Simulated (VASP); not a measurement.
# TaSi2 (P6_422) in VASP: a series of runs

The runs below take TaSi2 through single point, relaxation of cell and atoms, with BLYP+D3(BJ), BLYP, revPBE+D3(BJ).

All numbers are computed with VASP 6.6.1; they aren't measurements. Logs are shortened: lines on timing, memory, paths and dates and some standing lists are left out, and cuts for length are marked.

## (1) The cell of the first run

It takes space group P6_422 (No. 181, hexagonal). The conventional cell has a = 4.759 Å, b = 4.759 Å, c = 6.494 Å, α = 90.00°, β = 90.00°, γ = 120.00°. Within 3.4 Å of Ta (site symmetry 222) lie 10 Si at 2.58 to 2.81 Å and 4 Ta at 3.22 Å. Within 3.4 Å of Si (site symmetry 2) lie 9 Si at 2.53 to 3.30 Å and 5 Ta at 2.58 to 2.81 Å.

## (2) Single point, BLYP+D3(BJ)

Contents of INCAR:

```
SYSTEM = TaSi2
  AGGAC = 1.0
  AGGAX = 1.0
  ALDAC = 0.0
  ALDAX = 1.0
  ALGO = Normal
  EDIFF = 1E-6
  ENCUT = 500
  GGA = B5
  GGA_COMPAT = .False.
  ISIF = 2
  ISMEAR = -1
  IVDW = 12
  LASPH = .True.
  LCHARG = .False.
  LREAL = .False.
  LWAVE = .False.
  NBANDS = 42
  NELM = 120
  PREC = Accurate
  SIGMA = 0.05
  VDW_A1 = 0.4298
  VDW_A2 = 4.2359
  VDW_S6 = 1.0
  VDW_S8 = 2.6996
```

Contents of KPOINTS:

```
k-points
0
Gamma
  5 5 3
  0 0 0
```

Contents of POSCAR:

```
TaSi2
1.0
    4.7586487237      0.0000000000      0.0000000000
   -2.3793243618      4.1211106824      0.0000000000
    0.0000000000      0.0000000000      6.4939877761
Ta Si
3 6
Direct
    0.0000000000      0.5000000000      0.3333333333
    0.5000000000      0.5000000000      0.6666666667
    0.5000000000      0.0000000000      0.0000000000
    0.3173483369      0.1586741685      0.3333333333
    0.1586741685      0.8413258315      0.6666666667
    0.8413258315      0.6826516631      0.0000000000
    0.6826516631      0.8413258315      0.3333333333
    0.8413258315      0.1586741685      0.6666666667
    0.1586741685      0.3173483369      0.0000000000
```

Potentials or basis: VASP PAW PBE potentials, release 64 (Ta_sv_GW, Si).

The run is started by

```bash
$ cat potpaw_PBE.64/Ta_sv_GW/POTCAR potpaw_PBE.64/Si/POTCAR > POTCAR
$ mpirun -np 1 vasp_std > vasp.out
```

OUTCAR:

```text
SYSTEM = TaSi2
   EDIFF = 1E-6
   ENCUT = 500
   GGA = B5
   ISIF = 2
   ISMEAR = -1
   IVDW = 12
   LASPH = .True.
   LREAL = .False.
   NELM = 120
   PREC = Accurate
 IVDW          = 12

 ion  position               nearest neighbor table
   1  0.000  0.500  0.333-   6 2.58   9 2.58   8 2.58   5 2.58   4 2.72   7 2.72   4 2.72   7 2.72
                             7 2.81   4 2.81   3 3.22   3 3.22   2 3.22   2 3.22
   2  0.500  0.500  0.667-   6 2.58   9 2.58   7 2.58   4 2.58   8 2.72   5 2.72   5 2.72   8 2.72
                             8 2.81   5 2.81   3 3.22   3 3.22   1 3.22   1 3.22
   3  0.500  0.000  0.000-   5 2.58   8 2.58   7 2.58   4 2.58   6 2.72   9 2.72   9 2.72   6 2.72
                             9 2.81   6 2.81   2 3.22   2 3.22   1 3.22   1 3.22
   4  0.317  0.159  0.333-   9 2.53   5 2.53   3 2.58   2 2.58   7 2.62   1 2.72   1 2.72   1 2.81
                             7 2.82   7 2.82   6 3.13   8 3.13
   5  0.159  0.841  0.667-   6 2.53   4 2.53   3 2.58   1 2.58   8 2.62   2 2.72   2 2.72   2 2.81
                             8 2.82   8 2.82   9 3.13   7 3.13
   6  0.841  0.683  0.000-   7 2.53   5 2.53   2 2.58   1 2.58   9 2.62   3 2.72   3 2.72   3 2.81
                             9 2.82   9 2.82   8 3.13   4 3.13
   7  0.683  0.841  0.333-   6 2.53   8 2.53   3 2.58   2 2.58   4 2.62   1 2.72   1 2.72   1 2.81
                             4 2.82   4 2.82   9 3.13   5 3.13
   8  0.841  0.159  0.667-   9 2.53   7 2.53   3 2.58   1 2.58   5 2.62   2 2.72   2 2.72   2 2.81
                             5 2.82   5 2.82   6 3.13   4 3.13
   9  0.159  0.317  0.000-   4 2.53   8 2.53   2 2.58   1 2.58   6 2.62   3 2.72   3 2.72   3 2.81
                             6 2.82   6 2.82   5 3.13   7 3.13

  LATTYP: Found a hexagonal cell.
 ALAT       =     4.7586487237
 C/A-ratio  =     1.3646705511

  Lattice vectors:

 A1 = (   4.7586487237,   0.0000000000,   0.0000000000)
 A2 = (  -2.3793243618,   4.1211106824,   0.0000000000)
 A3 = (   0.0000000000,   0.0000000000,   6.4939877761)

Analysis of symmetry for initial positions (statically):
=====================================================================
 Subroutine PRICEL returns:
 Original cell was already a primitive cell.

 Routine SETGRP: Setting up the symmetry group for a
 hexagonal supercell.

 Subroutine GETGRP returns: Found 12 space group operations
 (whereof  4 operations were pure point group operations)
 out of a pool of 24 trial point group operations.

The static configuration has the point symmetry D_2 .
 The point group associated with its full space group is D_6 .

Analysis of symmetry for dynamics (positions and initial velocities):
=====================================================================
[... 121 lines left out ...]
   NELECT =      63.0000    total number of electrons
   NUPDOWN=      -1.0000    fix difference up-down
   EMIN   =  10.00;   EMAX   =-10.00  energy-range for DOS
   EFERMI =   0.00;   METHOD = LEGACY
   ISMEAR =    -1;   SIGMA  =   0.05  broadening in eV -4-tet -1-fermi 0-gaus
   EFERMI_NEDOS =   21; number of points for ismear=-14 and -15
   IALGO  =     38    algorithm
   IMIX   =      4    mixing-type and parameters
     AMIX     =   0.40;   BMIX     =  1.00
     AMIX_MAG =   1.60;   BMIX_MAG =  1.00
  volume/ion in A,a.u.               =      14.15        95.49
  Fermi-wavevector in a.u.,A,eV,Ry     =   1.294748  2.446719 22.808428  1.676372
  Thomas-Fermi vector in A             =   2.426311
   LORBIT       =      0    0 simple, 1 ext, 2 COOP (PROOUT), +10 PAW based schemes
   GGA     = B5    functional components
   LHFCALC =     F    Hartree Fock is set to
   AEXX    =    0.0000 exact exchange contribution
   IVDW    =    12    specifies the selected vdW correction
   LEPSILON=     F    determine dielectric tensor
   LRPA    =     F    only Hartree local field effects (RPA)
 non-spin polarized calculation
  energy-cutoff  :      500.00
  volume of cell :      127.35
 maximum number of plane-waves:      3239
 NGX is ok and might be reduce to    36
   NGX = 17   NGY = 17   NGZ = 23

 number of electron      62.9999996 magnetization

 Free energy of the ion-electron system (eV)
  ---------------------------------------------------
  ext. energy  EPLUGINS =         0.00000000
  ---------------------------------------------------
  free energy    TOTEN  =       -67.44075081 eV

  energy without entropy =      -67.41697288  energy(sigma->0) =      -67.42886185

 E-fermi :  12.2351     XC(G=0): -11.7148

 val. band max:       12.1815876953   @ k =   0.4000   0.2000   0.3333
 cond. band min:      12.3443448202   @ k =   0.2000   0.0000   0.3333
 fundamental gap:      0.1627571250
 Fermi energy:        12.2350924280

 k-point     1 :       0.0000    0.0000    0.0000
  band No.  band energies     occupation
      1     -55.1077      2.00000
      2     -55.0902      2.00000
      3     -55.0902      2.00000
      4     -22.0057      2.00000
      5     -22.0057      2.00000
      6     -22.0052      2.00000
[... 439 lines left out ...]
     41      15.8368      0.00000
     42      16.0696      0.00000

------------------------ aborting loop because EDIFF is reached ----------------------------------------

 Edisp (eV)  -11.82799

 E8    (eV) :    -8.8855

  FORCE on cell =-STRESS in cart. coord.  units (eV):
  Direction    XX          YY          ZZ          XY          YZ          ZX
  --------------------------------------------------------------------------------------
  -------------------------------------------------------------------------------------
  Total       0.32870     0.32870     0.41302     0.00000     0.00000     0.00000
  in kB       4.13530     4.13530     5.19603     0.00000     0.00000     0.00000
  external pressure =        4.49 kB  Pullay stress =        0.00 kB

 VOLUME and BASIS-vectors are now :
 -----------------------------------------------------------------------------
  energy-cutoff  :      500.00
  volume of cell :      127.35
      direct lattice vectors                 reciprocal lattice vectors
     4.758648724  0.000000000  0.000000000     0.210143690  0.121326516  0.000000000
    -2.379324362  4.121110682  0.000000000     0.000000000  0.242653031  0.000000000
     0.000000000  0.000000000  6.493987776     0.000000000  0.000000000  0.153988587

 POSITION                                       TOTAL-FORCE (eV/Angst)
 -----------------------------------------------------------------------------------
     -1.18966      2.06056      2.16466        -0.000000      0.000000     -0.000000
      1.18966      2.06056      4.32933        -0.000000      0.000000      0.000000
      2.37932      0.00000      0.00000        -0.000000      0.000000     -0.000000
      1.13261      0.65391      2.16466         0.003712      0.002143     -0.000000
     -1.24671      3.46720      4.32933         0.003712     -0.002143     -0.000000
      2.37932      2.81328      0.00000        -0.000000     -0.004286     -0.000000
      1.24671      3.46720      2.16466        -0.003712     -0.002143     -0.000000
      3.62604      0.65391      4.32933        -0.003712      0.002143     -0.000000
      0.00000      1.30783      0.00000         0.000000      0.004286     -0.000000
 -----------------------------------------------------------------------------------
    total drift:                                0.000000     -0.000000      0.000001

  FREE ENERGIE OF THE ION-ELECTRON SYSTEM (eV)
  ---------------------------------------------------
  free  energy   TOTEN  =       -79.2687394388 eV

  energy  without entropy=      -79.2449615099  energy(sigma->0) =      -79.25685047
```

Run time: 57 s. Hardware: 1 thread of Intel Xeon 6975P-C (Granite Rapids), shared host; peak memory 0.25 GiB.

What came out:

- Free energy: -79.2687 eV
- Pressure: 0.4 GPa
- Largest force: 0.004 eV/Å
- Band gap on the k mesh: zero (an odd number of electrons rules out a gap without spin polarisation)
- Dispersion energy per atom: -1.314 eV

Forces on the atoms (eV/Å):
```
Ta   0.000  0.000  0.000
Ta   0.000  0.000  0.000
Ta   0.000  0.000  0.000
Si   0.004  0.002  0.000
Si   0.004 -0.002  0.000
Si   0.000 -0.004  0.000
Si  -0.004 -0.002  0.000
Si  -0.004  0.002  0.000
Si   0.000  0.004  0.000
```

Stress tensor (GPa, compression positive):
```
0.41 0.00 0.00
0.00 0.41 0.00
0.00 0.00 0.52
```

Levels at points of the mesh, in eV from the Fermi level:
```
           k point  band 29  band 30  band 31  band 32  band 33  band 34  band 35  band 36
(0.00, 0.00, 0.00)    -2.41    -2.15    -2.15    -1.30     0.86     3.18     3.18     3.53
```

Caveat: the dispersion term is far too large for a dense solid, which distorts pressure and volume; the PAW data sets were made with another functional, which shifts forces and pressure a little; spin-orbit coupling is left out, which moves the levels of the heavy elements; an odd number of electrons without spin polarisation forces a metal; a magnetic or distorted state may lie lower.

## (3) Relaxation of cell and atoms, BLYP

This run uses another cell than the first one, of 14.47 Å³/atom.

Contents of INCAR:

```
SYSTEM = TaSi2
AGGAC = 1.0
AGGAX = 1.0
ALDAC = 0.0
ALDAX = 1.0
ALGO = Normal
EDIFF = 1E-7
EDIFFG = -0.01
ENCUT = 500
GGA = B5
GGA_COMPAT = .False.
IBRION = 2
ISIF = 3
ISMEAR = -1
LASPH = .True.
LCHARG = .False.
LREAL = .False.
LWAVE = .False.
NELM = 120
NELMIN = 4
NSW = 60
PREC = Accurate
SIGMA = 0.05
```

KPOINTS is that of step 2.

Contents of POSCAR:

```
TaSi2
1.0
    4.7839000000      0.0000000000      0.0000000000
   -2.3919500000      4.1429789292      0.0000000000
    0.0000000000      0.0000000000      6.5700000000
Ta Si
3 6
Direct
    0.0000000000      0.5000000000      0.3333333333
    0.5000000000      0.5000000000      0.6666666667
    0.5000000000      0.0000000000      0.0000000000
    0.3179400000      0.1589700000      0.3333333333
    0.1589700000      0.8410300000      0.6666666667
    0.8410300000      0.6820600000      0.0000000000
    0.6820600000      0.8410300000      0.3333333333
    0.8410300000      0.1589700000      0.6666666667
    0.1589700000      0.3179400000      0.0000000000
```

Potentials or basis: VASP PAW PBE potentials, release 64 (Ta_sv_GW, Si).

The run is started by

```bash
$ cat potpaw_PBE.64/Ta_sv_GW/POTCAR potpaw_PBE.64/Si/POTCAR > POTCAR
$ mpirun -np 1 vasp_std > vasp.out
```

It took 9.4 min on 1 thread of Intel Xeon 6975P-C (Granite Rapids), shared host; peak memory 0.27 GiB.

It converged, with:

- Free energy: -67.9524 eV
- Relaxed volume: 15.39 Å³/atom
- Relaxed cell: a = 4.911 Å, b = 4.911 Å, c = 6.630 Å, α = 90.00°, β = 90.00°, γ = 120.00°
- Space group after relaxing (to 0.1 Å): P6_422 (No. 181)
- Energy gained by relaxing: 30.4 meV/atom
- Ionic steps: 9
- Pressure after relaxing: 0.0 GPa
- Band gap on the k mesh: zero (an odd number of electrons rules out a gap without spin polarisation)

The path:
```tsv
step	energy change (eV)	largest force (eV/Å)	pressure (GPa)	volume (Å³)
1	0.0000	0.0095	10.78	130.21
2	0.1139	0.0460	-10.31	149.42
3	-0.2616	0.0055	-0.31	138.49
4	-0.2617	0.0050	-0.11	138.32
5	-0.2729	0.0301	0.09	138.43
6	-0.2729	0.0289	0.08	138.43
7	-0.2731	0.0160	-0.08	138.57
8	-0.2731	0.0133	-0.12	138.60
9	-0.2732	0.0002	0.00	138.50
```

Final structure:
```
Ta Si
1.0
     4.91143    0.00000    0.00000
    -2.45571    4.25342    0.00000
     0.00000    0.00000    6.63008
Ta Si
3 6
Direct
  0.00000 0.50000 0.33333
  0.50000 0.50000 0.66667
  0.50000 0.00000 0.00000
  0.31727 0.15863 0.33333
  0.15863 0.84137 0.66667
  0.84137 0.68273 0.00000
  0.68273 0.84137 0.33333
  0.84137 0.15863 0.66667
  0.15863 0.31727 0.00000
```

Levels at points of the mesh, in eV from the Fermi level:
```csv
k point,band 28,band 29,band 30,band 31,band 32,band 33,band 34,band 35,band 36,band 37
"(0.00, 0.00, 0.00)",-2.18,-2.18,-2.00,-2.00,-1.31,0.87,2.81,2.81,2.99,3.16
```

Caveat: the PAW data sets were made with another functional, which shifts forces and pressure a little; spin-orbit coupling is left out, which moves the levels of the heavy elements; an odd number of electrons without spin polarisation forces a metal; a magnetic or distorted state may lie lower. BLYP gives volumes clearly too large for solids.

(Part 1 of 2 ends here.)

The gap in the log of VASP goes by the Fermi energy; the results here count the filled bands.